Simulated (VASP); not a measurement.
# Na (I4/mmm) in VASP: single point with r2SCAN

Aim: the single point of Na with r2SCAN.

All numbers are computed with VASP 6.6.1; they aren't measurements. Logs are shortened: lines on timing, memory, paths and dates and some standing lists are left out, and cuts for length are marked.

### Step 1. The cell of the first run

It takes space group I4/mmm (No. 139, tetragonal). The conventional cell has a = 4.108 Å, b = 4.108 Å, c = 4.362 Å, α = 90.00°, β = 90.00°, γ = 90.00°. Within 4.8 Å of Na (site symmetry 4/mmm) lie 14 Na at 3.63 to 4.36 Å.

### Step 2. Single point, r2SCAN (strain -0.030 along x and y, +0.030 along z)

POSCAR reads:

```
Na
1.0
   -2.0539750000      2.0539750000      2.1810250000
    2.0539750000     -2.0539750000      2.1810250000
    2.0539750000      2.0539750000     -2.1810250000
Na
1
Direct
    0.0000000000      0.0000000000      0.0000000000
```

INCAR.step1 reads:

```
SYSTEM = Na
PREC = Accurate
ENCUT = 520
ISMEAR = 0
SIGMA = 0.15
LREAL = .False.
LASPH = .True.
NELM = 80
NBANDS = 10
GGA = PE
ALGO = Normal
EDIFF = 1E-4
LWAVE = .True.
LCHARG = .False.
```

INCAR.step2 reads:

```
SYSTEM = Na
PREC = Accurate
ENCUT = 520
EDIFF = 1E-7
ISMEAR = 0
SIGMA = 0.15
LREAL = .False.
LASPH = .True.
NELM = 80
ALGO = Normal
ISIF = 2
LWAVE = .False.
LCHARG = .False.
METAGGA = R2SCAN
LMIXTAU = .True.
NBANDS = 10
ISTART = 1
```

KPOINTS reads:

```
Automatic mesh
0
Gamma
  16 16 16
  0 0 0
```

Potentials or basis: VASP PAW PBE potentials, release 64 (Na_pv).

Run with:

```console
$ cat potpaw_PBE.64/Na_pv/POTCAR > POTCAR
$ cp INCAR.step1 INCAR
$ mpirun -np 1 vasp_std > vasp.out
$ cp INCAR.step2 INCAR
$ mpirun -np 1 vasp_std > vasp.out
```

OUTCAR:

```text
SYSTEM = Na
   PREC = Accurate
   ENCUT = 520
   EDIFF = 1E-7
   ISMEAR = 0
   LREAL = .False.
   LASPH = .True.
   NELM = 80
   ISIF = 2
   METAGGA = R2SCAN
   ISTART = 1

 ion  position               nearest neighbor table
   1  0.000  0.000  0.000-

  LATTYP: Found a body centered tetragonal cell.
 ALAT       =     4.1079500000
 C/A-ratio  =     1.0618556701

  Lattice vectors:

 A1 = (  -2.0539750000,   2.0539750000,   2.1810250000)
 A2 = (   2.0539750000,  -2.0539750000,   2.1810250000)
 A3 = (   2.0539750000,   2.0539750000,  -2.1810250000)

Analysis of symmetry for initial positions (statically):
=====================================================================
 Subroutine PRICEL returns:
 Original cell was already a primitive cell.

 Routine SETGRP: Setting up the symmetry group for a
 body centered tetragonal supercell.

 Subroutine GETGRP returns: Found 16 space group operations
 (whereof 16 operations were pure point group operations)
 out of a pool of 16 trial point group operations.

The static configuration has the point symmetry D_4h.

Analysis of symmetry for dynamics (positions and initial velocities):
=====================================================================
 Subroutine PRICEL returns:
 Original cell was already a primitive cell.

 Routine SETGRP: Setting up the symmetry group for a
 body centered tetragonal supercell.

 Subroutine GETGRP returns: Found 16 space group operations
 (whereof 16 operations were pure point group operations)
 out of a pool of 16 trial point group operations.

The dynamic configuration has the point symmetry D_4h.

 Subroutine INISYM returns: Found 16 space group operations
 (whereof 16 operations are pure point group operations),
 and found     1 'primitive' translations

----------------------------------------------------------------------------------------

                                     Primitive cell

  volume of cell :      36.8053

  direct lattice vectors                    reciprocal lattice vectors
    -2.053975000  2.053975000  2.181025000     0.000000000  0.243430421  0.229250009
     2.053975000 -2.053975000  2.181025000     0.243430421  0.000000000  0.229250009
     2.053975000  2.053975000 -2.181025000     0.243430421  0.243430421  0.000000000

  length of vectors
     3.632422973  3.632422973  3.632422973     0.334385910  0.334385910  0.344262604

  position of ions in fractional coordinates (direct lattice)
     0.000000000  0.000000000  0.000000000

  ion indices of the primitive-cell ions
   primitive index   ion index
                 1           1

----------------------------------------------------------------------------------------

 KPOINTS: Automatic mesh

Automatic generation of k-mesh.
 Grid dimensions read from file:
 generate k-points for:   16   16   16

 Generating k-lattice:

  Cartesian coordinates                     Fractional coordinates (reciprocal lattice)
     0.000000000  0.015214401  0.014328126     0.062500000  0.000000000  0.000000000
     0.015214401  0.000000000  0.014328126     0.000000000  0.062500000  0.000000000
     0.015214401  0.015214401  0.000000000     0.000000000  0.000000000  0.062500000

  Length of vectors
     0.020899119  0.020899119  0.021516413

  Shift w.r.t. Gamma in fractional coordinates (k-lattice)
     0.000000000  0.000000000  0.000000000

 Subroutine IBZKPT returns following result:
 ===========================================

 Found    349 irreducible k-points:

 Following reciprocal coordinates:
            Coordinates               Weight
  0.000000  0.000000  0.000000      1.000000
  0.062500  0.000000  0.000000      8.000000
  0.125000  0.000000  0.000000      8.000000
  0.187500  0.000000  0.000000      8.000000
  0.250000  0.000000  0.000000      8.000000
  0.312500  0.000000  0.000000      8.000000
[... 16 lines left out ...]
 -0.125000  0.062500  0.000000     16.000000
 -0.062500  0.062500  0.000000      4.000000
 [... further k-points ...]
   k-points           NKPTS =    349   k-points in BZ     NKDIM =    349   number of bands    NBANDS=     10
   number of dos      NEDOS =    301   number of ions     NIONS =      1
   total plane-waves  NPLWV =  21952
   dimension x,y,z NGX =    28 NGY =   28 NGZ =   28
   dimension x,y,z NGXF=    56 NGYF=   56 NGZF=   56
   ions per type =               1
   NGX,Y,Z   is equivalent  to a cutoff of  12.81, 12.81, 12.81 a.u.
   NGXF,Y,Z  is equivalent  to a cutoff of  25.63, 25.63, 25.63 a.u.
 SYSTEM =  Na
   PREC   = accura    normal or accurate (medium, high low for compatibility)
   ISTART =      1    job   : 0-new  1-cont  2-samecut
   ICHARG =      0    charge: 1-file 2-atom 10-const
   ISPIN  =      1    spin polarized calculation?
   LNONCOLLINEAR =      F non collinear calculations
   LSORBIT =      F    spin-orbit coupling
   LASPH  =      T    aspherical Exc in radial PAW
   ENCUT  =  520.0 eV  38.22 Ry    6.18 a.u.   6.75  6.75  6.75*2*pi/ulx,y,z
   NELM   =     80;   NELMIN=  2; NELMDL=  0     # of ELM steps
   EDIFF  = 0.1E-06   stopping-criterion for ELM
   LREAL  =      F    real-space projection
   EDIFFG = 0.1E-05   stopping-criterion for IOM
   NSW    =      0    number of steps for IOM
   IBRION =     -1    ionic relax: 0-MD 1-quasi-New 2-CG
   NFREE  =      0    steps in history (QN), initial steepest desc. (CG)
   ISIF   =      2    stress and relaxation
   ISYM   =      2    0-nonsym 1-usesym 2-fastsym
   POTIM  = 0.5000    time-step for ionic-motion
   TEBEG  =    0.0;   TEEND  =   0.0 temperature during run
   PSTRESS=    0.0 pullay stress
   NELECT =       7.0000    total number of electrons
   NUPDOWN=      -1.0000    fix difference up-down
   EMIN   =  10.00;   EMAX   =-10.00  energy-range for DOS
   EFERMI =   0.00;   METHOD = LEGACY
   ISMEAR =     0;   SIGMA  =   0.15  broadening in eV -4-tet -1-fermi 0-gaus
   EFERMI_NEDOS =   21; number of points for ismear=-14 and -15
   IALGO  =     38    algorithm
   IMIX   =      4    mixing-type and parameters
     AMIX     =   0.40;   BMIX     =  1.00
     AMIX_MAG =   1.60;   BMIX_MAG =  1.00
  volume/ion in A,a.u.               =      36.81       248.37
  Fermi-wavevector in a.u.,A,eV,Ry     =   0.941464  1.779110 12.059593  0.886355
  Thomas-Fermi vector in A             =   2.068978
   LORBIT       =      0    0 simple, 1 ext, 2 COOP (PROOUT), +10 PAW based schemes
   METAGGA = R2SCAN    functional components
   LHFCALC =     F    Hartree Fock is set to
   AEXX    =    0.0000 exact exchange contribution
   IVDW    =     0    specifies the selected vdW correction
   LEPSILON=     F    determine dielectric tensor
   LRPA    =     F    only Hartree local field effects (RPA)
 non-spin polarized calculation
 Gauss-broadening in eV      SIGMA  =   0.15
  energy-cutoff  :      520.00
  volume of cell :       36.81
 maximum number of plane-waves:      1002
   NGX = 13   NGY = 13   NGZ = 13

 number of electron       7.0000003 magnetization

 Free energy of the ion-electron system (eV)
  ---------------------------------------------------
  ext. energy  EPLUGINS =         0.00000000
  ---------------------------------------------------
  free energy    TOTEN  =        -3.55622593 eV

  energy without entropy =       -3.55131907  energy(sigma->0) =       -3.55377250

 E-fermi :   0.3660     XC(G=0):  -6.9383

 val. band max:        0.3607503331   @ k =   0.5000   0.2500   0.0000
 cond. band min:       0.3930118032   @ k =   0.5000   0.1875  -0.0000
 fundamental gap:      0.0322614701
 Fermi energy:         0.3659910907

 k-point     1 :       0.0000    0.0000    0.0000
  band No.  band energies     occupation
      1     -25.6366      2.00000
      2     -25.6365      2.00000
      3     -25.6354      2.00000
      4      -3.1352      2.00000
      5      12.5456      0.00000
      6      12.5457      0.00000
      7      13.5023      0.00000
      8      13.5830      0.00000
      9      14.2756      0.00000
     10      14.5612      0.00000

 k-point     2 :       0.0625    0.0000    0.0000
  band No.  band energies     occupation
      1     -25.6376      2.00000
      2     -25.6370      2.00000
      3     -25.6358      2.00000
      4      -3.0627      2.00000
      5      11.6269      0.00000
      6      12.2371      0.00000
      7      13.1154      0.00000
      8      13.1408      0.00000
      9      13.7881      0.00000
     10      14.8582      0.00000

 k-point     3 :       0.1250    0.0000    0.0000
  band No.  band energies     occupation
      1     -25.6415      2.00000
      2     -25.6382      2.00000
      3     -25.6359      2.00000
      4      -2.8456      2.00000
      5       9.9509      0.00000
      6      11.6116      0.00000
      7      12.5663      0.00000
      8      12.7305      0.00000
      9      13.2820      0.00000
     10      15.0844      0.00000

 k-point     4 :       0.1875    0.0000    0.0000
  band No.  band energies     occupation
      1     -25.6476      2.00000
      2     -25.6401      2.00000
      3     -25.6359      2.00000
      4      -2.4858      2.00000
      5       8.2733      0.00000
      6      10.9674      0.00000
      7      12.0284      0.00000
      8      12.1649      0.00000
      9      13.0089      0.00000
     10      15.1444      0.00000
[... 222 lines left out ...]
 k-point    22 :      -0.1875    0.0625    0.0000
  band No.  band energies     occupation
      1     -25.6455      2.00000
      2     -25.6388      2.00000
      3     -25.6365      2.00000
      4      -2.6165      2.00000
      5       9.0759      0.00000
      6      10.7336      0.00000
      7      11.6919      0.00000
      8      12.8500      0.00000
      9      13.3248      0.00000
     10      14.9097      0.00000

 k-point    23 :      -0.1250    0.0625    0.0000
  band No.  band energies     occupation
      1     -25.6406      2.00000
      2     -25.6371      2.00000
      3     -25.6364      2.00000
      4      -2.9092      2.00000
      5      10.7404      0.00000
      6      11.5194      0.00000
      7      12.1108      0.00000
      8      12.9001      0.00000
      9      13.7618      0.00000
     10      14.9477      0.00000

 k-point    24 :      -0.0625    0.0625    0.0000
  band No.  band energies     occupation
      1     -25.6380      2.00000
      2     -25.6365      2.00000
      3     -25.6359      2.00000
      4      -3.0583      2.00000
      5      12.0035      0.00000
      6      12.2900      0.00000
      7      12.4520      0.00000
      8      13.0095      0.00000
      9      13.9006      0.00000
     10      14.9673      0.00000

 [... further k-points ...]
[... 5 lines left out ...]
  --------------------------------------------------------------------------------------
  -------------------------------------------------------------------------------------
  Total        0.0307416      0.0307416      0.0528371      0.0000000     -0.0000000      0.0000000
  in kB        1.3382143      1.3382143      2.3000561      0.0000000     -0.0000000      0.0000000
  external PRESSURE =       1.6588282 kB  Pullay stress =       0.0000000 kB

 VOLUME and BASIS-vectors are now :
 -----------------------------------------------------------------------------
  energy-cutoff  :      520.00
  volume of cell :       36.81
      direct lattice vectors                 reciprocal lattice vectors
    -2.053975000  2.053975000  2.181025000     0.000000000  0.243430421  0.229250009
     2.053975000 -2.053975000  2.181025000     0.243430421  0.000000000  0.229250009
     2.053975000  2.053975000 -2.181025000     0.243430421  0.243430421  0.000000000

 POSITION                                       TOTAL-FORCE (eV/Angst)
 -----------------------------------------------------------------------------------
      0.00000      0.00000      0.00000        -0.000000     -0.000000      0.000000
 -----------------------------------------------------------------------------------
    total drift:                                0.000000     -0.000000      0.000000

  FREE ENERGIE OF THE ION-ELECTRON SYSTEM (eV)
  ---------------------------------------------------
  free  energy   TOTEN  =        -3.5562259339 eV

  energy  without entropy=       -3.5513190716  energy(sigma->0) =       -3.55377250
```

Run time: 8.5 min. Hardware: 1 thread of Oxide Virtual Turin-like, shared host; peak memory 0.2 GiB.

Results:

```yaml
Free_energy: -3.5562 eV
Pressure: 0.2 GPa
```

Stress tensor (GPa, compression positive):
```
0.13 0.00 0.00
0.00 0.13 0.00
0.00 0.00 0.23
```

Caveat: the cell differs from its parent crystal (strain -0.030 along x and y, +0.030 along z); the PAW data sets were made with another functional, which shifts forces and pressure a little.
